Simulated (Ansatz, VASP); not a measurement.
**One calculation of Rb, two programs**

POSCAR

```
Rb
1.0
   -2.8677202310      2.8677202310      2.8677202310
    2.8677202310     -2.8677202310      2.8677202310
    2.8677202310      2.8677202310     -2.8677202310
Rb
1
Direct
    0.0000000000      0.0000000000      0.0000000000
```

Contents of INCAR.step1:

```
SYSTEM = Rb
  ALGO = Normal
  EDIFF = 1E-4
  ENCUT = 520
  GGA = PE
  ISMEAR = -1
  LASPH = .True.
  LCHARG = .False.
  LREAL = .False.
  LWAVE = .True.
  NBANDS = 10
  NELM = 100
  PREC = Accurate
  SIGMA = 0.1
```

The input INCAR.step2:

```
SYSTEM = Rb
  ALGO = Normal
  EDIFF = 1E-7
  ENCUT = 520
  ISIF = 2
  ISMEAR = -1
  ISTART = 1
  LASPH = .True.
  LCHARG = .True.
  LELF = .True.
  LMIXTAU = .True.
  LREAL = .False.
  LVHAR = .True.
  LWAVE = .False.
  METAGGA = R2SCAN
  NBANDS = 10
  NELM = 100
  PREC = Accurate
  SIGMA = 0.1
```

The input KPOINTS:

```
k-points
0
Gamma
  4 4 4
  0 0 0
```

Input for Ansatz:

```yaml
crystal:
  lattice:
    - [-2.867720231, 2.867720231, 2.867720231]
    - [2.867720231, -2.867720231, 2.867720231]
    - [2.867720231, 2.867720231, -2.867720231]
  atoms:
    - { symbol: Rb, position: [0.0, 0.0, 0.0] }
hamiltonian:
  xc: r2scan
  pseudopotentials:
    kind: paw
    azcp:
      Rb: "pseudopotentials/Rb.paw.azcp"
basis:
  ecutwfc: 500
  fft_grid_basis: typed
kpoints:
  mp_grid: { grid: [4, 4, 4], shift: [0, 0, 0] }
magnetization:
  spin_polarized: false
scf:
  occupations: { method: fermi_dirac, width: 0.1 }
  lower_state_search: "off"
output:
  stress: true
```

Alike in both runs: task single point; functional r2SCAN; k mesh 4 × 4 × 4; occupations fermi-dirac, width 0.1 eV; no spin polarisation.

|  | VASP | Ansatz |
| --- | --- | --- |
| version | VASP 6.6.1 | Ansatz 0.2.0 |
| potentials or method | VASP PAW PBE potentials, release 64 (Rb_sv), cutoff 520 eV | plane waves (500 eV) with PAW, scalar-relativistic |
| valence electrons in the cell | 9 | 9 |

|  | VASP | Ansatz | Ansatz less VASP |
| --- | --- | --- | --- |
| pressure (GPa) | 0.1 | 0.1 | 0.00 |

VASP's potentials were made for PBE, not for r2SCAN.

The k mesh is coarse, so the values compare programs but aren't converged.
